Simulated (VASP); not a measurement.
# WS2 (Tungstenite) (R3m) in VASP: notebook, part 2 of 2

VASP 6.6.1. Earlier steps stand in the parts before.

**4. Single point, r2SCAN**

POSCAR reads:

```
WS2
1.0
    6.4273630000      0.0000000000      0.0000000000
    5.6515424698      3.0612191763      0.0000000000
    5.6515424698      1.4322994933      2.7054724184
W S
1 2
Direct
    0.0000000000      0.0000000000      0.0000000000
    0.2497000000      0.2497000000      0.2497000000
    0.4190000000      0.4190000000      0.4190000000
```

INCAR.step1 reads:

```
PREC = Accurate ; ENCUT = 520
ISMEAR = -1 ; SIGMA = 0.1
LREAL = False ; LASPH = True
NELM = 60 ; NBANDS = 20
GGA = PE ; ALGO = Normal
EDIFF = 1E-4 ; LWAVE = True
LCHARG = False
```

INCAR.step2 reads:

```
PREC = Accurate ; ENCUT = 520
EDIFF = 1E-6 ; ISMEAR = -1
SIGMA = 0.1 ; LREAL = False
LASPH = True ; NELM = 60
ALGO = Normal ; ISIF = 2
LWAVE = False ; LCHARG = True
METAGGA = R2SCAN ; LMIXTAU = True
LELF = True ; LVHAR = True
NBANDS = 20 ; ISTART = 1
```

KPOINTS reads:

```
regular mesh
0
Gamma
  12 12 12
```

Potentials or basis: VASP PAW PBE potentials, release 64 (W_sv, S).

On the command line:

```console
$ cat potpaw_PBE.64/W_sv/POTCAR potpaw_PBE.64/S/POTCAR > POTCAR
$ cp INCAR.step1 INCAR
$ mpirun -np 1 vasp_std > vasp.out
$ cp INCAR.step2 INCAR
$ mpirun -np 1 vasp_std > vasp.out
```

OUTCAR:

```text
PREC = Accurate
   ENCUT = 520
   EDIFF = 1E-6
   ISMEAR = -1
   LREAL = False
   LASPH = True
   NELM = 60
   ISIF = 2
   METAGGA = R2SCAN
   ISTART = 1

 ion  position               nearest neighbor table
   1  0.000  0.000  0.000-   2 2.39   2 2.39   2 2.39   3 2.42   3 2.42   3 2.42
   2  0.250  0.250  0.250-   1 2.39   1 2.39   1 2.39
   3  0.419  0.419  0.419-   1 2.42   1 2.42   1 2.42

  LATTYP: Found a trigonal (rhomboedric) cell.
 ALAT       =     6.4273630000
 COS(alpha) =     0.8792941164

  Lattice vectors:

 A1 = (   6.4273630000,   0.0000000000,   0.0000000000)
 A2 = (   5.6515424698,   3.0612191763,   0.0000000000)
 A3 = (   5.6515424698,   1.4322994933,   2.7054724184)

Analysis of symmetry for initial positions (statically):
=====================================================================
 Subroutine PRICEL returns:
 Original cell was already a primitive cell.

 Routine SETGRP: Setting up the symmetry group for a
 trigonal (rhombohedral) supercell.

 Subroutine GETGRP returns: Found  6 space group operations
 (whereof  6 operations were pure point group operations)
 out of a pool of 12 trial point group operations.

The static configuration has the point symmetry C_3v.

Analysis of symmetry for dynamics (positions and initial velocities):
=====================================================================
 Subroutine PRICEL returns:
 Original cell was already a primitive cell.

 Routine SETGRP: Setting up the symmetry group for a
 trigonal (rhombohedral) supercell.

 Subroutine GETGRP returns: Found  6 space group operations
 (whereof  6 operations were pure point group operations)
 out of a pool of 12 trial point group operations.

The dynamic configuration has the point symmetry C_3v.

 Subroutine INISYM returns: Found  6 space group operations
 (whereof  6 operations are pure point group operations),
 and found     1 'primitive' translations
[... 105 lines left out ...]
   POTIM  = 0.5000    time-step for ionic-motion
   TEBEG  =    0.0;   TEEND  =   0.0 temperature during run
   PSTRESS=    0.0 pullay stress
   NELECT =      26.0000    total number of electrons
   NUPDOWN=      -1.0000    fix difference up-down
   EMIN   =  10.00;   EMAX   =-10.00  energy-range for DOS
   EFERMI =   0.00;   METHOD = LEGACY
   ISMEAR =    -1;   SIGMA  =   0.10  broadening in eV -4-tet -1-fermi 0-gaus
   EFERMI_NEDOS =   21; number of points for ismear=-14 and -15
   IALGO  =     38    algorithm
   IMIX   =      4    mixing-type and parameters
     AMIX     =   0.40;   BMIX     =  1.00
     AMIX_MAG =   1.60;   BMIX_MAG =  1.00
  volume/ion in A,a.u.               =      17.74       119.74
  Fermi-wavevector in a.u.,A,eV,Ry     =   1.289266  2.436359 22.615693  1.662207
  Thomas-Fermi vector in A             =   2.421169
   LORBIT       =      0    0 simple, 1 ext, 2 COOP (PROOUT), +10 PAW based schemes
   METAGGA = R2SCAN    functional components
   LHFCALC =     F    Hartree Fock is set to
   AEXX    =    0.0000 exact exchange contribution
   IVDW    =     0    specifies the selected vdW correction
   LEPSILON=     F    determine dielectric tensor
   LRPA    =     F    only Hartree local field effects (RPA)
 non-spin polarized calculation
  energy-cutoff  :      520.00
  volume of cell :       53.23
 maximum number of plane-waves:      1450
   NGX = 23   NGY = 23   NGZ = 23

 number of electron      26.0000001 magnetization

 Free energy of the ion-electron system (eV)
  ---------------------------------------------------
  ext. energy  EPLUGINS =         0.00000000
  ---------------------------------------------------
  free energy    TOTEN  =       -70.04643420 eV

  energy without entropy =      -70.04634896  energy(sigma->0) =      -70.04639158

 E-fermi :   7.8492     XC(G=0): -11.6643

 val. band max:        7.3767863444   @ k =   0.5000   0.5000   0.5000
 cond. band min:       8.5173396734   @ k =  -0.1667   0.1667  -0.0000
 fundamental gap:      1.1405533289
 Fermi energy:         7.8492227901

 k-point     1 :       0.0000    0.0000    0.0000
  band No.  band energies     occupation
      1     -69.2499      2.00000
      2     -32.8604      2.00000
      3     -32.6769      2.00000
      4     -32.6769      2.00000
      5      -9.0325      2.00000
      6      -6.9641      2.00000
[... 541 lines left out ...]
     19      16.0998      0.00000
     20      16.2353      0.00000

 [... further k-points ...]
[... 5 lines left out ...]
  --------------------------------------------------------------------------------------
  -------------------------------------------------------------------------------------
  Total        0.6888166      1.0320966      1.0471173     -0.0929707     -0.0141863     -0.0559761
  in kB       20.7321238     31.0642283     31.5163240     -2.7982482     -0.4269821     -1.6847784
  external PRESSURE =      27.7708920 kB  Pullay stress =       0.0000000 kB

 VOLUME and BASIS-vectors are now :
 -----------------------------------------------------------------------------
  energy-cutoff  :      520.00
  volume of cell :       53.23
      direct lattice vectors                 reciprocal lattice vectors
     6.427363000  0.000000000  0.000000000     0.155584802 -0.287236577 -0.172940338
     5.651542470  3.061219176  0.000000000     0.000000000  0.326667234 -0.172940338
     5.651542470  1.432299493  2.705472418     0.000000000  0.000000000  0.369621214

 POSITION                                       TOTAL-FORCE (eV/Angst)
 -----------------------------------------------------------------------------------
      0.00000      0.00000      0.00000         0.595250      0.150857      0.090829
      4.42729      1.12203      0.67556        -0.268155     -0.067960     -0.040918
      7.42906      1.88278      1.13359        -0.327095     -0.082897     -0.049911
 -----------------------------------------------------------------------------------
    total drift:                                0.000033      0.000008      0.000005

  FREE ENERGIE OF THE ION-ELECTRON SYSTEM (eV)
  ---------------------------------------------------
  free  energy   TOTEN  =       -70.0464341989 eV

  energy  without entropy=      -70.0463489619  energy(sigma->0) =      -70.04639158
```

OUTCAR.step1:

```text
PREC = Accurate
   ENCUT = 520
   ISMEAR = -1
   LREAL = False
   LASPH = True
   NELM = 60
[... 775 lines left out ...]
      0.00000      0.00000      0.00000         0.585904      0.148489      0.089402
      4.42729      1.12203      0.67556        -0.485044     -0.122927     -0.074012
      7.42906      1.88278      1.13359        -0.100859     -0.025561     -0.015390
 -----------------------------------------------------------------------------------
    total drift:                                0.000827      0.000210      0.000126

  FREE ENERGIE OF THE ION-ELECTRON SYSTEM (eV)
  ---------------------------------------------------
  free  energy   TOTEN  =       -23.6068149868 eV

  energy  without entropy=      -23.6066728647  energy(sigma->0) =      -23.60674393
```

It took 13 min on 1 thread of Intel Xeon 6975P-C (Granite Rapids), shared host; peak memory 0.47 GiB.

What came out:

| Quantity | Value |
| --- | --- |
| Free energy | -70.0464 eV |
| Pressure | 2.8 GPa |
| Largest force | 0.621 eV/Å |
| Band gap on the k mesh | 1.14 eV, indirect (least direct gap 2.03 eV) |

Forces in eV/Å, atoms in the order of the input:
```
W    0.595  0.151  0.091
S   -0.268 -0.068 -0.041
S   -0.327 -0.083 -0.050
```

Caveat: the PAW data sets were made with another functional, which shifts forces and pressure a little; spin-orbit coupling is left out, which moves the levels of the heavy elements. A k mesh can miss the band edges.

**5. The runs side by side**

```tsv
level	potentials or basis	gap on the mesh (eV)	pressure (GPa)	largest force (eV/Å)
LDA	VASP PAW LDA potentials, release 64 (W_sv, S)	0.95	-3.3	0.59
BLYP	VASP PAW PBE potentials, release 64 (W_sv, S)	1.04	12.5	0.94
r2SCAN	VASP PAW PBE potentials, release 64 (W_sv, S)	1.14	2.8	0.62
```

Alike in all rows: task single point; no spin polarisation; cell as given; k mesh 12 × 12 × 12; cutoff (eV) 520; smearing fermi-dirac 0.1 eV.

Caveats: spin-orbit coupling is left out, which moves the levels of the heavy elements; the PAW data sets were made with another functional, which shifts forces and pressure a little (some runs).

Absolute energies hang on the potentials; compare differences alone.
